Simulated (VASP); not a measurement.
Crystal: N.

```
CELL_PARAMETERS angstrom
6.11008 0.00000 0.00000
0.00000 6.11008 0.00000
0.00000 0.00000 6.11008
ATOMIC_POSITIONS crystal
N 0.05208 0.05208 0.05208
N 0.44792 0.94792 0.55208
N 0.55208 0.44792 0.94792
N 0.94792 0.55208 0.44792
N 0.94797 0.94797 0.94797
N 0.55203 0.05203 0.44797
N 0.44797 0.55203 0.05203
N 0.05203 0.44797 0.55203
```

* Program: VASP 6.6.1
* Task: relaxation of cell and atoms
* Functional: PBE
* Potentials or basis: VASP PAW PBE potentials, release 64 (N)
* Cutoff: 600 eV
* k mesh: 4 × 4 × 4
* Occupations: gaussian, width 0.02 eV
* Spin: no spin polarisation

At the start: pressure 1.6 GPa; volume 28.51 Å³/atom.

Task: How do energy, volume and symmetry change on relaxing?

Result: Over 13 steps the energy falls by 5.8 meV/atom and the volume is 25.42 Å³/atom (-10.9 %); space group Pa-3 (No. 205, to 0.05 Å).

Step by step:
| step | energy change (eV) | largest force (eV/Å) | pressure (GPa) | volume (Å³) |
| --- | --- | --- | --- | --- |
| 1 | 0.0000 | 1.6647 | 1.57 | 228.11 |
| 2 | 5.5406 | 13.4138 | -15.52 | 237.48 |
| 3 | -0.0324 | 0.3803 | -0.53 | 228.70 |
| 4 | -0.0344 | 0.0624 | -0.20 | 228.58 |
| 5 | -0.0345 | 0.0085 | -0.12 | 228.56 |
| 6 | -0.0345 | 0.0344 | -0.10 | 228.55 |
| 7 | -0.0349 | 0.0316 | -0.10 | 227.98 |
| 8 | -0.0363 | 0.0243 | -0.10 | 226.28 |
| 9 | -0.0388 | 0.0140 | -0.10 | 222.91 |
| 10 | -0.0430 | 0.0099 | -0.07 | 216.26 |
| 11 | -0.0461 | 0.0700 | 0.09 | 203.37 |
| 12 | -0.0255 | 1.2170 | -1.41 | 202.52 |
| 13 | -0.0462 | 0.0040 | 0.02 | 203.33 |

Final structure:
```cif
data_structure
_symmetry_space_group_name_H-M 'P 1'
_symmetry_Int_Tables_number 1
_cell_length_a 5.8803
_cell_length_b 5.8803
_cell_length_c 5.8803
_cell_angle_alpha 90.000
_cell_angle_beta 90.000
_cell_angle_gamma 90.000
_cell_volume 203.33
loop_
_atom_site_label
_atom_site_type_symbol
_atom_site_fract_x
_atom_site_fract_y
_atom_site_fract_z
_atom_site_occupancy
N1 N 0.05462 0.05462 0.05462 1
N2 N 0.44538 0.94538 0.55462 1
N3 N 0.55462 0.44538 0.94538 1
N4 N 0.94538 0.55462 0.44538 1
N5 N 0.94543 0.94543 0.94543 1
N6 N 0.55457 0.05457 0.44543 1
N7 N 0.44543 0.55457 0.05457 1
N8 N 0.05457 0.44543 0.55457 1
```

Caveat: the standard files for N, O and F lose accuracy on very short bonds.
